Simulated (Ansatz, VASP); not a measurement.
Pt: VASP beside Ansatz

Contents of INCAR:

```
ALGO     = Normal         # electronic algorithm
EDIFF    = 1E-6           # SCF threshold, eV
ENCUT    = 520            # plane-wave cutoff, eV
GGA      = RE             # functional
ISIF     = 2              # what is computed and relaxed
ISMEAR   = -1             # smearing method
LASPH    = True           # aspherical terms in the spheres
LCHARG   = True           # write CHGCAR
LELF     = True           # ELF
LREAL    = False          # projectors in reciprocal space
LVHAR    = True         
LWAVE    = False          # write WAVECAR
NBANDS   = 22             # bands
NELM     = 60             # most SCF steps
PREC     = Accurate       # precision mode
SIGMA    = 0.1            # smearing width, eV
```

File KPOINTS:

```
k-points
0
Gamma
  9 9 13
```

File POSCAR:

```
Pt
1.0
    4.6128438660      0.0000000000      0.0000000000
   -2.3064219330      3.9948399716      0.0000000000
    0.0000000000      0.0000000000      2.7503657166
Pt
3
Direct
    1.0000000000      1.0000000000      0.0000000000
    0.3333333333      0.6666666667      0.5000000000
    0.6666666667      0.3333333333      0.5000000000
```

Input for Ansatz:

```yaml
crystal:
  lattice:
    - [4.612843866, 0.0, 0.0]
    - [-2.306421933, 3.9948399716, 0.0]
    - [0.0, 0.0, 2.7503657166]
  atoms:
    - { symbol: Pt, position: [1.0, 1.0, 0.0] }
    - { symbol: Pt, position: [0.3333333333, 0.6666666667, 0.5] }
    - { symbol: Pt, position: [0.6666666667, 0.3333333333, 0.5] }
hamiltonian:
  xc: revpbe
  pseudopotentials:
    kind: paw
    azcp:
      Pt: "pseudopotentials/Pt.paw.azcp"
basis:
  ecutwfc: 420
  fft_grid_basis: typed
kpoints:
  mp_grid: { grid: [9, 9, 13], shift: [0, 0, 0] }
magnetization:
  spin_polarized: false
scf:
  occupations: { method: fermi_dirac, width: 0.1 }
  lower_state_search: "off"
output:
  stress: true
  write_density: true
  write_potential: true
  elf: true
  volumetric_format: npy
```

Alike in both runs: task single point; functional revPBE; k mesh 9 × 9 × 13; occupations fermi-dirac, width 0.1 eV; no spin polarisation.

```csv
,VASP,Ansatz
version,VASP 6.6.1,Ansatz 0.2.0
potentials or method,"VASP PAW PBE potentials, release 64 (Pt), cutoff 520 eV","plane waves (420 eV) with PAW, scalar-relativistic"
valence electrons in the cell,30,54
```

|  | VASP | Ansatz | Ansatz less VASP |
| --- | --- | --- | --- |
| pressure (GPa) | -8.1 | -7.7 | +0.42 |
| traceless stress, the component that is largest in VASP (GPa) | 0.44 | 0.46 | +0.012 |

VASP's potentials were made for PBE, not for revPBE. VASP's potentials hold 30 valence electrons a cell and Ansatz's 54, so a difference there can come from the potentials and not from the codes.

Spin-orbit coupling is off throughout.
